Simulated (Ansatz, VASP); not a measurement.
## Si3N2 in VASP and in Ansatz

Contents of INCAR:

```
PREC = Accurate ; ENCUT = 520
EDIFF = 1E-7 ; ISMEAR = 0
SIGMA = 0.1 ; LREAL = False
LASPH = True ; NELM = 150
ALGO = Normal ; ISIF = 2
LWAVE = False ; LCHARG = False
ISPIN = 2 ; MAGMOM = 0 0 0 1 1
LORBIT = 11 ; GGA = PE
NBANDS = 23
```

Contents of KPOINTS:

```
Automatic mesh
0
Gamma
  6 6 4
```

File POSCAR:

```
Si3N2
1.0
    3.5220750232      0.0000000000      0.0000000000
    0.0000000000      3.5220750232      0.0000000000
    0.0000000000      0.0000000000      5.1545527890
Si N
3 2
Direct
    0.5000000000      0.5000000000      0.0000000000
    0.0000000000      0.5000000000      0.6400132239
    0.5000000000      0.0000000000      0.3599867761
    0.5000000000      0.5000000000      0.5000000000
    0.0000000000      0.0000000000      0.5000000000
```

Input for Ansatz:

```yaml
crystal:
  lattice:
    - [3.5220750232, 0.0, 0.0]
    - [0.0, 3.5220750232, 0.0]
    - [0.0, 0.0, 5.154552789]
  atoms:
    - { symbol: Si, position: [0.5, 0.5, 0.0] }
    - { symbol: Si, position: [0.0, 0.5, 0.6400132239] }
    - { symbol: Si, position: [0.5, 0.0, 0.3599867761] }
    - { symbol: "N", position: [0.5, 0.5, 0.5], spin: 1.0 }
    - { symbol: "N", position: [0.0, 0.0, 0.5], spin: 1.0 }
basis:
  ecutwfc: 420
kpoints:
  mp_grid: { grid: [6, 6, 4] }
hamiltonian:
  xc: pbe
scf:
  occupations: { method: gaussian, width: 0.1 }
  lower_state_search: "off"
output:
  forces: true
  stress: true
  eigenvalues: true
  populations: true
magnetization:
  spin_polarized: true
```

Alike in both runs: task single point; functional PBE; k mesh 6 × 6 × 4; occupations gaussian, width 0.1 eV; collinear spin.

|  | VASP | Ansatz |
| --- | --- | --- |
| version | VASP 6.6.1 | Ansatz 0.2.0 |
| potentials or method | VASP PAW PBE potentials, release 64 (Si, N), cutoff 520 eV | scalar-relativistic, plane waves, PAW |
| valence electrons in the cell | 22 | 22 |

```csv
,VASP,Ansatz,Ansatz less VASP
gap on the k mesh at the Fermi level (eV),none,none,-
pressure (GPa),-0.1,-0.1,+0.03
"traceless stress, the component that is largest in VASP (GPa)",-0.22,-0.16,+0.056
rms of the force components (eV/Å),0.004,0.001,-0.0028
net moment per atom (μB),0.00,0.00,0.000
```

Atom by atom the forces differ by 0.003 eV/Å (rms over components). A gap of «none» marks a metal or a gap that the smearing closes. The functional is the same, so the differences come from potentials, cutoffs and numerics. Ansatz's warnings: seeded moment not kept.
